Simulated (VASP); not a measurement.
A run of VASP 6.6.1 is set up as follows.

File INCAR:

```
SYSTEM = I
PREC     = Accurate       ! precision mode
ENCUT    = 520            ! plane-wave cutoff, eV
EDIFF    = 1E-6           ! SCF threshold, eV
ISMEAR   = 0              ! smearing method
SIGMA    = 0.1            ! smearing width, eV
LREAL    = .FALSE.        ! projectors in reciprocal space
LASPH    = .TRUE.         ! aspherical terms in the spheres
NELM     = 80             ! most SCF steps
ALGO     = Fast           ! electronic algorithm
ISIF     = 2              ! what is computed and relaxed
LWAVE    = .FALSE.        ! write WAVECAR
LCHARG   = .TRUE.         ! write CHGCAR
GGA      = PS             ! functional
LELF     = .TRUE.         ! ELF
LVHAR    = .TRUE.       
NBANDS   = 10             ! bands
```

File KPOINTS:

```
regular mesh
0
G
  12 12 18
  0 0 0
```

Contents of POSCAR:

```
I
1.0
    2.5009821176     -3.5560988978     -0.0190122159
    2.5009821176      3.5560988978     -0.0190122159
   -1.6148499819      0.0000000000      2.3777848246
I
1
Direct
    0.5000000000      0.5000000000      0.5000000000
```

Potentials or basis: VASP PAW PBE potentials, release 64 (I).

Launch:

```bash
$ cat potpaw_PBE.64/I/POTCAR > POTCAR
$ mpirun -np 1 vasp_std > vasp.out
```

Q: Estimate the band gap on the k mesh.

A: Zero (an odd number of electrons rules out a gap without spin polarisation).

Q: Estimate the pressure.

A: 0.4 GPa.

Stress tensor (GPa, compression positive):
```
-0.15  0.00 -1.84
 0.00  0.03  0.00
-1.84  0.00  1.29
```

Caveat: the cell differs from its parent crystal (strained); the PAW data sets were made with another functional, which shifts forces and pressure a little; spin-orbit coupling is left out, which moves the levels of the heavy elements; an odd number of electrons without spin polarisation forces a metal; a magnetic or distorted state may lie lower.
